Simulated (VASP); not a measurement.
# HfB (Fm-3m) in VASP: a series of runs, part 2 of 2

VASP 6.6.1. The steps go on from the part before.

### Step 5. Single point, PBE

File INCAR:

```
PREC = Accurate
ENCUT = 520
EDIFF = 1E-6
ISMEAR = 0
SIGMA = 0.023
LREAL = False
LASPH = True
NELM = 60
ALGO = Normal
ISIF = 2
LWAVE = False
LCHARG = False
GGA = PE
NBANDS = 14
```

File KPOINTS:

```
Automatic mesh
0
Gamma
  10 10 10
```

File POSCAR:

```
HfB
1.0
    0.0000000000      2.3100000000      2.3100000000
    2.3100000000      0.0000000000      2.3100000000
    2.3100000000      2.3100000000      0.0000000000
Hf B
1 1
Direct
    0.5000000000      0.5000000000      0.5000000000
    0.0000000000      0.0000000000      0.0000000000
```

Potentials or basis: VASP PAW PBE potentials, release 64 (Hf_pv, B).

The run is started by

```sh
> cat potpaw_PBE.64/Hf_pv/POTCAR potpaw_PBE.64/B/POTCAR > POTCAR
> mpirun -np 1 vasp_std > vasp.out
```

OUTCAR:

```text
PREC = Accurate
   ENCUT = 520
   EDIFF = 1E-6
   ISMEAR = 0
   LREAL = False
   LASPH = True
   NELM = 60
   ISIF = 2
   GGA = PE

 ion  position               nearest neighbor table
   1  0.500  0.500  0.500-   2 2.31   2 2.31   2 2.31   2 2.31   2 2.31   2 2.31
   2  0.000  0.000  0.000-   1 2.31   1 2.31   1 2.31   1 2.31   1 2.31   1 2.31

  LATTYP: Found a face centered cubic cell.
 ALAT       =     4.6200000000

  Lattice vectors:

 A1 = (   0.0000000000,   2.3100000000,   2.3100000000)
 A2 = (   2.3100000000,   0.0000000000,   2.3100000000)
 A3 = (   2.3100000000,   2.3100000000,   0.0000000000)

Analysis of symmetry for initial positions (statically):
=====================================================================
 Subroutine PRICEL returns:
 Original cell was already a primitive cell.

 Routine SETGRP: Setting up the symmetry group for a
 face centered cubic supercell.

 Subroutine GETGRP returns: Found 48 space group operations
 (whereof 48 operations were pure point group operations)
 out of a pool of 48 trial point group operations.

The static configuration has the point symmetry O_h .

Analysis of symmetry for dynamics (positions and initial velocities):
=====================================================================
 Subroutine PRICEL returns:
 Original cell was already a primitive cell.

 Routine SETGRP: Setting up the symmetry group for a
 face centered cubic supercell.

 Subroutine GETGRP returns: Found 48 space group operations
 (whereof 48 operations were pure point group operations)
 out of a pool of 48 trial point group operations.

The dynamic configuration has the point symmetry O_h .

 Subroutine INISYM returns: Found 48 space group operations
 (whereof 48 operations are pure point group operations),
 and found     1 'primitive' translations

----------------------------------------------------------------------------------------

                                     Primitive cell

  volume of cell :      24.6528

  direct lattice vectors                    reciprocal lattice vectors
     0.000000000  2.310000000  2.310000000    -0.216450216  0.216450216  0.216450216
     2.310000000  0.000000000  2.310000000     0.216450216 -0.216450216  0.216450216
     2.310000000  2.310000000  0.000000000     0.216450216  0.216450216 -0.216450216

  length of vectors
     3.266833329  3.266833329  3.266833329     0.374902772  0.374902772  0.374902772

  position of ions in fractional coordinates (direct lattice)
     0.500000000  0.500000000  0.500000000
     0.000000000  0.000000000  0.000000000

  ion indices of the primitive-cell ions
   primitive index   ion index
                 1           1
                 2           2

----------------------------------------------------------------------------------------

 KPOINTS: Automatic mesh

Automatic generation of k-mesh.
 Grid dimensions read from file:
 generate k-points for:   10   10   10

 Generating k-lattice:

  Cartesian coordinates                     Fractional coordinates (reciprocal lattice)
    -0.021645022  0.021645022  0.021645022     0.100000000  0.000000000  0.000000000
     0.021645022 -0.021645022  0.021645022     0.000000000  0.100000000  0.000000000
     0.021645022  0.021645022 -0.021645022     0.000000000  0.000000000  0.100000000

  Length of vectors
     0.037490277  0.037490277  0.037490277

  Shift w.r.t. Gamma in fractional coordinates (k-lattice)
     0.000000000  0.000000000  0.000000000

 Subroutine IBZKPT returns following result:
 ===========================================

 Found     47 irreducible k-points:

 Following reciprocal coordinates:
            Coordinates               Weight
  0.000000  0.000000  0.000000      1.000000
  0.100000  0.000000  0.000000      8.000000
  0.200000  0.000000  0.000000      8.000000
  0.300000  0.000000  0.000000      8.000000
  0.400000  0.000000  0.000000      8.000000
  0.500000  0.000000  0.000000      4.000000
[... 16 lines left out ...]
  0.300000  0.300000  0.000000      6.000000
  0.400000  0.300000  0.000000     24.000000
 [... further k-points ...]
   k-points           NKPTS =     47   k-points in BZ     NKDIM =     47   number of bands    NBANDS=     14
   number of dos      NEDOS =    301   number of ions     NIONS =      2
   total plane-waves  NPLWV =  13824
   dimension x,y,z NGX =    24 NGY =   24 NGZ =   24
   dimension x,y,z NGXF=    48 NGYF=   48 NGZF=   48
   ions per type =               1   1
   NGX,Y,Z   is equivalent  to a cutoff of  12.21, 12.21, 12.21 a.u.
   NGXF,Y,Z  is equivalent  to a cutoff of  24.43, 24.43, 24.43 a.u.
 SYSTEM =  unknown system
   PREC   = accura    normal or accurate (medium, high low for compatibility)
   ISTART =      0    job   : 0-new  1-cont  2-samecut
   ICHARG =      2    charge: 1-file 2-atom 10-const
   ISPIN  =      1    spin polarized calculation?
   LNONCOLLINEAR =      F non collinear calculations
   LSORBIT =      F    spin-orbit coupling
   LASPH  =      T    aspherical Exc in radial PAW
   ENCUT  =  520.0 eV  38.22 Ry    6.18 a.u.   6.07  6.07  6.07*2*pi/ulx,y,z
   NELM   =     60;   NELMIN=  2; NELMDL= -5     # of ELM steps
   EDIFF  = 0.1E-05   stopping-criterion for ELM
   LREAL  =      F    real-space projection
   EDIFFG = 0.1E-04   stopping-criterion for IOM
   NSW    =      0    number of steps for IOM
   IBRION =     -1    ionic relax: 0-MD 1-quasi-New 2-CG
   NFREE  =      0    steps in history (QN), initial steepest desc. (CG)
   ISIF   =      2    stress and relaxation
   ISYM   =      2    0-nonsym 1-usesym 2-fastsym
   POTIM  = 0.5000    time-step for ionic-motion
   TEBEG  =    0.0;   TEEND  =   0.0 temperature during run
   PSTRESS=    0.0 pullay stress
   NELECT =      13.0000    total number of electrons
   NUPDOWN=      -1.0000    fix difference up-down
   EMIN   =  10.00;   EMAX   =-10.00  energy-range for DOS
   EFERMI =   0.00;   METHOD = LEGACY
   ISMEAR =     0;   SIGMA  =   0.02  broadening in eV -4-tet -1-fermi 0-gaus
   EFERMI_NEDOS =   21; number of points for ismear=-14 and -15
   IALGO  =     38    algorithm
   IMIX   =      4    mixing-type and parameters
     AMIX     =   0.40;   BMIX     =  1.00
     AMIX_MAG =   1.60;   BMIX_MAG =  1.00
  volume/ion in A,a.u.               =      12.33        83.18
  Fermi-wavevector in a.u.,A,eV,Ry     =   1.322617  2.499383 23.800871  1.749315
  Thomas-Fermi vector in A             =   2.452285
   LORBIT       =      0    0 simple, 1 ext, 2 COOP (PROOUT), +10 PAW based schemes
   GGA     = PE    functional components
   LHFCALC =     F    Hartree Fock is set to
   AEXX    =    0.0000 exact exchange contribution
   IVDW    =     0    specifies the selected vdW correction
   LEPSILON=     F    determine dielectric tensor
   LRPA    =     F    only Hartree local field effects (RPA)
 non-spin polarized calculation
 Gauss-broadening in eV      SIGMA  =   0.02
  energy-cutoff  :      520.00
  volume of cell :       24.65
 maximum number of plane-waves:       678
   NGX = 13   NGY = 13   NGZ = 13

 number of electron      13.0000002 magnetization

 Free energy of the ion-electron system (eV)
  ---------------------------------------------------
  ext. energy  EPLUGINS =         0.00000000
  ---------------------------------------------------
  free energy    TOTEN  =       -17.14309562 eV

  energy without entropy =      -17.14242032  energy(sigma->0) =      -17.14275797

 E-fermi :   5.1004     XC(G=0): -12.3043

 val. band max:        5.0810749614   @ k =  -0.2000   0.1000   0.0000
 cond. band min:       5.1120473160   @ k =   0.5000   0.3000   0.1000
 fundamental gap:      0.0309723546
 Fermi energy:         5.1003633053

 k-point     1 :       0.0000    0.0000    0.0000
  band No.  band energies     occupation
      1     -23.1634      2.00000
      2     -23.1634      2.00000
      3     -23.1634      2.00000
      4      -4.4545      2.00000
      5       7.3311      0.00000
      6       7.3311      0.00000
      7       7.3311      0.00000
      8       9.0665      0.00000
      9       9.0665      0.00000
     10       9.0665      0.00000
     11       9.3562      0.00000
     12       9.3562      0.00000
     13      16.8059      0.00000
     14      18.1258      0.00000
[... 375 lines left out ...]
 k-point    24 :       0.4000    0.3000    0.0000
  band No.  band energies     occupation
      1     -23.7078      2.00000
      2     -23.3844      2.00000
      3     -23.3615      2.00000
      4      -1.5094      2.00000
      5       2.9678      2.00000
      6       4.3494      2.00000
      7       6.4716      0.00000
      8       7.2884      0.00000
      9      11.4872      0.00000
     10      13.1159      0.00000
     11      13.3882      0.00000
     12      17.5920      0.00000
     13      18.0570      0.00000
     14      20.3483      0.00000

 [... further k-points ...]
[... 5 lines left out ...]
  --------------------------------------------------------------------------------------
  -------------------------------------------------------------------------------------
  Total        4.6454791      4.6454791      4.6454791      0.0000000     -0.0000000      0.0000000
  in kB      301.9083736    301.9083736    301.9083736      0.0000000     -0.0000000      0.0000000
  external PRESSURE =     301.9083736 kB  Pullay stress =       0.0000000 kB

 VOLUME and BASIS-vectors are now :
 -----------------------------------------------------------------------------
  energy-cutoff  :      520.00
  volume of cell :       24.65
      direct lattice vectors                 reciprocal lattice vectors
     0.000000000  2.310000000  2.310000000    -0.216450216  0.216450216  0.216450216
     2.310000000  0.000000000  2.310000000     0.216450216 -0.216450216  0.216450216
     2.310000000  2.310000000  0.000000000     0.216450216  0.216450216 -0.216450216

 POSITION                                       TOTAL-FORCE (eV/Angst)
 -----------------------------------------------------------------------------------
      2.31000      2.31000      2.31000         0.000000      0.000000     -0.000000
      0.00000      0.00000      0.00000         0.000000     -0.000000      0.000000
 -----------------------------------------------------------------------------------
    total drift:                                0.000000     -0.000000      0.000000

  FREE ENERGIE OF THE ION-ELECTRON SYSTEM (eV)
  ---------------------------------------------------
  free  energy   TOTEN  =       -17.1430956196 eV

  energy  without entropy=      -17.1424203197  energy(sigma->0) =      -17.14275797
```

stdout:

```text
POSCAR found type information on POSCAR HfB
 POSCAR found :  2 types and       2 ions
 scaLAPACK will be used
 LDA part: xc-table for (Slater+PW92), standard interpolation
 POSCAR, INCAR and KPOINTS ok, starting setup
 FFT: planning ... GRIDC
 FFT: planning ... GRID_SOFT
 FFT: planning ... GRID
 WAVECAR not read
 entering main loop
```

Wall time 14 s (1 thread of AMD EPYC 7R13, shared host); peak memory 0.12 GiB.

Results:

```
Free energy : -17.1431 eV
Pressure    : 30.2 GPa
```

Caveat: spin-orbit coupling is left out, which moves the levels of the heavy elements.

### Step 6. Single point, RPBE

This run uses another cell than the first one, of 14.41 Å³/atom, 1.169 times its volume.

File INCAR:

```
SYSTEM = HfB
PREC = Accurate
ENCUT = 520
EDIFF = 1E-6
ISMEAR = -1
SIGMA = 0.05
LREAL = .False.
LASPH = .True.
NELM = 60
ALGO = Normal
ISIF = 2
LWAVE = .False.
LCHARG = .False.
GGA = RP
NBANDS = 14
```

File KPOINTS:

```
regular mesh
0
Gamma
  10 10 10
  0 0 0
```

File POSCAR:

```
HfB
1.0
    0.0000000000      2.4333252081      2.4333252081
    2.4333252081      0.0000000000      2.4333252081
    2.4333252081      2.4333252081      0.0000000000
Hf B
1 1
Direct
    0.5000000000      0.5000000000      0.5000000000
    0.0000000000      0.0000000000      0.0000000000
```

Potentials or basis: VASP PAW PBE potentials, release 64 (Hf_pv, B).

The run is started by

```sh
> cat potpaw_PBE.64/Hf_pv/POTCAR potpaw_PBE.64/B/POTCAR > POTCAR
> mpirun -np 1 vasp_std > vasp.out
```

OUTCAR:

```text
SYSTEM = HfB
   PREC = Accurate
   ENCUT = 520
   EDIFF = 1E-6
   ISMEAR = -1
   LREAL = .False.
   LASPH = .True.
   NELM = 60
   ISIF = 2
   GGA = RP

 ion  position               nearest neighbor table
   1  0.500  0.500  0.500-   2 2.43   2 2.43   2 2.43   2 2.43   2 2.43   2 2.43
   2  0.000  0.000  0.000-   1 2.43   1 2.43   1 2.43   1 2.43   1 2.43   1 2.43

  LATTYP: Found a face centered cubic cell.
 ALAT       =     4.8666504162

  Lattice vectors:

[... 585 lines left out ...]
      8       6.1006      0.00000
      9       9.6500      0.00000
     10      11.0016      0.00000
     11      11.2693      0.00000
     12      14.5180      0.00000
     13      15.0179      0.00000
     14      18.3563      0.00000

 [... further k-points ...]
[... 5 lines left out ...]
  --------------------------------------------------------------------------------------
  -------------------------------------------------------------------------------------
  Total       -0.0041829     -0.0041829     -0.0041829     -0.0000000      0.0000000      0.0000000
  in kB       -0.2325729     -0.2325729     -0.2325729     -0.0000000      0.0000000      0.0000000
  external PRESSURE =      -0.2325729 kB  Pullay stress =       0.0000000 kB

 VOLUME and BASIS-vectors are now :
 -----------------------------------------------------------------------------
  energy-cutoff  :      520.00
  volume of cell :       28.82
      direct lattice vectors                 reciprocal lattice vectors
     0.000000000  2.433325208  2.433325208    -0.205480138  0.205480138  0.205480138
     2.433325208  0.000000000  2.433325208     0.205480138 -0.205480138  0.205480138
     2.433325208  2.433325208  0.000000000     0.205480138  0.205480138 -0.205480138

 POSITION                                       TOTAL-FORCE (eV/Angst)
 -----------------------------------------------------------------------------------
      2.43333      2.43333      2.43333         0.000000      0.000000      0.000000
      0.00000      0.00000      0.00000         0.000000      0.000000      0.000000
 -----------------------------------------------------------------------------------
    total drift:                                0.000000      0.000000      0.000000

  FREE ENERGIE OF THE ION-ELECTRON SYSTEM (eV)
  ---------------------------------------------------
  free  energy   TOTEN  =       -16.7330413397 eV

  energy  without entropy=      -16.7183452268  energy(sigma->0) =      -16.72569328
```

OSZICAR:

```text
N       E                     dE             d eps       ncg     rms          rms(c)
DAV:   1     0.211081894907E+02    0.21108E+02   -0.68452E+03  1316   0.852E+02
DAV:   2    -0.174249295221E+02   -0.38533E+02   -0.36871E+02  1700   0.188E+02
DAV:   3    -0.184408626436E+02   -0.10159E+01   -0.10137E+01  1592   0.210E+01
DAV:   4    -0.184451959487E+02   -0.43333E-02   -0.43331E-02  1514   0.173E+00
DAV:   5    -0.184452245441E+02   -0.28595E-04   -0.28596E-04  1664   0.126E-01    0.518E+01
DAV:   6    -0.167770306580E+02    0.16682E+01   -0.27911E+00  1490   0.994E+00    0.337E+01
DAV:   7    -0.167588889529E+02    0.18142E-01   -0.68704E-01  1622   0.526E+00    0.105E+01
DAV:   8    -0.167338608469E+02    0.25028E-01   -0.87241E-02  1484   0.176E+00    0.101E+00
DAV:   9    -0.167330600387E+02    0.80081E-03   -0.64029E-03  1586   0.526E-01    0.259E-01
DAV:  10    -0.167330358216E+02    0.24217E-04   -0.23954E-04  1634   0.116E-01    0.128E-01
DAV:  11    -0.167330446454E+02   -0.88238E-05   -0.17754E-05  1526   0.330E-02    0.835E-02
DAV:  12    -0.167330413173E+02    0.33280E-05   -0.37259E-06  1580   0.145E-02    0.333E-03
DAV:  13    -0.167330413397E+02   -0.22303E-07   -0.23631E-07   976   0.410E-03
   1 F= -.16733041E+02 E0= -.16725693E+02  d E =-.146961E-01
```

It took 26 s on 1 thread of AMD EPYC 7R13, shared host; peak memory 0.14 GiB.

What came out:

| Item | Value |
| --- | --- |
| Free energy | -16.7330 eV |
| Pressure | 0.0 GPa |

Caveat: the PAW data sets were made with another functional, which shifts forces and pressure a little; spin-orbit coupling is left out, which moves the levels of the heavy elements.

### Step 7. The runs side by side

| level | cell | smearing | gap on the mesh (eV) | pressure (GPa) |
| --- | --- | --- | --- | --- |
| PBE | a = 3.267 Å, angles 60.0°, 2 atoms | gaussian 0.019 eV | none | 30.2 |
| PBE | a = 3.267 Å, angles 60.0°, 2 atoms | gaussian 0.021 eV | none | 30.2 |
| PBE | a = 3.267 Å, angles 60.0°, 2 atoms | gaussian 0.022 eV | none | 30.2 |
| PBE | a = 3.267 Å, angles 60.0°, 2 atoms | gaussian 0.023 eV | none | 30.2 |
| RPBE | a = 3.441 Å, angles 60.0°, 2 atoms | fermi-dirac 0.05 eV | none | 0.0 |

Alike in all rows: task single point; potentials or basis VASP PAW PBE potentials, release 64 (Hf_pv, B); no spin polarisation; k mesh 10 × 10 × 10; cutoff (eV) 520.

Every run on the cell as given and a fine mesh finds a metal.

Caveats: spin-orbit coupling is left out, which moves the levels of the heavy elements; the PAW data sets were made with another functional, which shifts forces and pressure a little (some runs).

Total energies depend on the potentials used, so only differences within one code and one set of settings carry meaning.
